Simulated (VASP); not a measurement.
A run of VASP 6.6.1 is set up as follows.

Contents of INCAR:

```
SYSTEM = Al
PREC = Accurate ; ENCUT = 520
EDIFF = 1E-7 ; ISMEAR = 1
SIGMA = 0.05 ; LREAL = .False.
LASPH = .True. ; NELM = 80
ALGO = Normal ; ISIF = 2
LWAVE = .False. ; LCHARG = .False.
GGA = PS ; NBANDS = 14
```

The input KPOINTS:

```
Automatic mesh
0
Gamma
  9 9 3
  0 0 0
```

Contents of POSCAR:

```
Al
1.0
    2.8270770000      0.0000000000      0.0000000000
   -1.4135390000      2.4483210000      0.0000000000
    0.0000000000      0.0000000000      9.1859930000
Al
4
Direct
    0.0000000000      0.0000000000      0.0000000000
    0.3333333333      0.6666666667      0.2500000000
    0.0000000000      0.0000000000      0.5000000000
    0.6666666667      0.3333333333      0.7500000000
```

Potentials or basis: VASP PAW PBE potentials, release 64 (Al).

Command:

```bash
$ cat potpaw_PBE.64/Al/POTCAR > POTCAR
$ mpirun -np 1 vasp_std > vasp.out
```

Question: Predict the band gap on the k mesh.

Answer: Zero (band 6 reaches 12.38 eV, above the bottom of band 7 at 6.96 eV).

Question: Predict the pressure.

Answer: 1.5 GPa.

Stress tensor (GPa, compression positive):
```
0.46 0.00 0.00
0.00 0.46 0.00
0.00 0.00 3.63
```

Caveat: the PAW data sets were made with another functional, which shifts forces and pressure a little.
